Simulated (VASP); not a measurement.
Set up this calculation in VASP 6.6.1, as the native input.

* Task: single point
* Functional: PBEsol
* Potentials or basis: VASP PAW PBE potentials, release 64 (Hf_pv, C)
* Cutoff: 520 eV
* k mesh: 18 × 18 × 18
* Occupations: gaussian, width 0.15 eV
* Spin: no spin polarisation
* Dipole correction: no
* Further INCAR settings: ALGO = Normal; EDIFF = 1e-07; NBANDS = 14

The structure of HfC lies in POSCAR:

```
HfC
1.0
    0.0000000000      2.5284375000      2.3250000000
    2.3250000000      0.0000000000      2.3250000000
    2.3250000000      2.5284375000      0.0000000000
Hf C
1 1
Direct
    0.5000000000      0.5000000000      0.5000000000
    0.0000000000      0.0000000000      0.0000000000
```

This cell differs from its parent crystal: strain +0.0875 x Voigt [0, 1, 0, 0, 0, 0].

These files were run (other wordings do the same):

INCAR

```
ALGO = Normal
EDIFF = 1E-7
ENCUT = 520
GGA = PS
ISIF = 2
ISMEAR = 0
LASPH = True
LCHARG = True
LELF = True
LREAL = False
LVHAR = True
LWAVE = False
NBANDS = 14
NELM = 60
PREC = Accurate
SIGMA = 0.15
```

KPOINTS

```
k-points
0
Gamma
  18 18 18
```

Potentials or basis: VASP PAW PBE potentials, release 64 (Hf_pv, C).

Command:

```sh
$ cat potpaw_PBE.64/Hf_pv/POTCAR potpaw_PBE.64/C/POTCAR > POTCAR
$ mpirun -np 1 vasp_std > vasp.out
```

Results of the run:

The pressure is -20.2 GPa and the band gap on the k mesh is zero (bands 7 and 8 overlap by 1.64 eV).

Caveat: the cell differs from its parent crystal (strain +0.0875 x Voigt [0, 1, 0, 0, 0, 0]); the stress differs along the axes, from -33 to -14 GPa; the PAW data sets were made with another functional, which shifts forces and pressure a little; spin-orbit coupling is left out, which moves the levels of the heavy elements.

Run time: 4.5 min on 1 thread of Intel Xeon 8259CL, with other jobs on the host, peak memory 0.31 GiB.
